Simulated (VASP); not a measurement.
Crystal: Tc.

```
Tc
1.0
     3.85000    0.00000    0.00000
     0.00000    3.85000    0.00000
     0.00000    0.00000    3.85000
Tc
4
Direct
  0.00000 0.00000 0.00000
  0.00000 0.50000 0.50000
  0.50000 0.00000 0.50000
  0.50000 0.50000 0.00000
```

This isn't the form of Tc at room conditions, which is hcp.

| Quantity | Value |
| --- | --- |
| Program | VASP 6.6.1 |
| Task | relaxation of cell and atoms |
| Functional | PBEsol |
| Potentials or basis | VASP PAW PBE potentials, release 64 (Tc_pv) |
| Cutoff | 600 eV |
| k mesh | 7 × 7 × 7 |
| Occupations | fermi-dirac, width 0.1 eV |
| Spin | no spin polarisation |

At the start: pressure -4.7 GPa; volume 14.27 Å³/atom.

Problem. How do energy, volume and symmetry change on relaxing?

Solution. Over 3 steps the energy falls by 3.2 meV/atom and the volume is 14.06 Å³/atom (-1.5 %); space group Fm-3m (No. 225, to 0.1 Å) before and after.

The path:
```
step  energy change (eV)  largest force (eV/Å)  pressure (GPa)  volume (Å³)
   1              0.0000                0.0000           -4.75        57.07
   2              0.1175                0.0000           17.03        53.65
   3             -0.0129                0.0000           -0.10        56.23
```

Final structure:
```
Tc
1.0
     3.83108    0.00000    0.00000
     0.00000    3.83108    0.00000
     0.00000    0.00000    3.83108
Tc
4
Direct
  0.00000 0.00000 0.00000
  0.00000 0.50000 0.50000
  0.50000 0.00000 0.50000
  0.50000 0.50000 0.00000
```

Caveat: the PAW data sets were made with another functional, which shifts forces and pressure a little.
